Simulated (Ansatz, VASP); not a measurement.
## Two plane-wave programs on Ga

The input INCAR:

```
SYSTEM = Ga
ALGO     = Normal         ! electronic algorithm
EDIFF    = 1E-6           ! SCF threshold, eV
EDIFFG   = -0.05          ! ionic threshold
ENCUT    = 600            ! plane-wave cutoff, eV
GGA      = PS             ! functional
IBRION   = 2              ! ionic algorithm
ISIF     = 3              ! what is computed and relaxed
ISMEAR   = 0              ! smearing method
LASPH    = .True.         ! aspherical terms in the spheres
LCHARG   = .False.        ! write CHGCAR
LREAL    = .False.        ! projectors in reciprocal space
LWAVE    = .False.        ! write WAVECAR
NELM     = 80             ! most SCF steps
NSW      = 80             ! ionic steps
PREC     = Accurate       ! precision mode
SIGMA    = 0.1            ! smearing width, eV
```

KPOINTS

```
k-points
0
Gamma
  10 10 10
  0 0 0
```

File POSCAR:

```
Ga
1.0
    0.0000000000      1.6171144522      1.6171144522
    1.6171144522      0.0000000000      1.6171144522
    1.6171144522      1.6171144522      0.0000000000
Ga
1
Direct
    0.0000000000      0.0000000000      0.0000000000
```

Input for Ansatz:

```yaml
crystal:
  lattice:
    - [0.0, 1.6171144522, 1.6171144522]
    - [1.6171144522, 0.0, 1.6171144522]
    - [1.6171144522, 1.6171144522, 0.0]
  atoms:
    - { symbol: Ga, position: [0.0, 0.0, 0.0] }
basis:
  ecutwfc: 420
kpoints:
  mp_grid: { grid: [10, 10, 10] }
hamiltonian:
  xc: pbesol
scf:
  occupations: { method: gaussian, width: 0.1 }
output:
  forces: true
  stress: true
  eigenvalues: true
relax:
  adjacent_minimum: "off"
  f_tol: 0.05
  max_steps: 60
  cell: { stress_tol: 0.5 }
```

Alike in both runs: task relaxation of cell and atoms; functional PBEsol; k mesh 10 × 10 × 10; occupations gaussian, width 0.1 eV; no spin polarisation.

|  | VASP | Ansatz |
| --- | --- | --- |
| version | VASP 6.6.1 | Ansatz 0.2.0 |
| potentials or method | VASP PAW PBE potentials, release 64 (Ga_d), cutoff 600 eV | scalar-relativistic, plane waves, PAW |
| valence electrons in the cell | 13 | 13 |

|  | VASP | Ansatz | Ansatz less VASP |
| --- | --- | --- | --- |
| gap on the k mesh at the Fermi level, each at its own relaxed structure (eV) | none | none | - |
| relaxed volume (Å³/atom) | 17.61 | 17.71 | +0.101 |
| relaxed cell length with the largest relative difference (Å) | 2.920 | 2.926 | +0.0056 |

VASP's potentials were made for PBE, not for PBEsol. A gap of «none» marks a metal or a gap that the smearing closes.

Noted on VASP's run: the volume moved by over 15 % at a fixed basis, so the end points are rough.
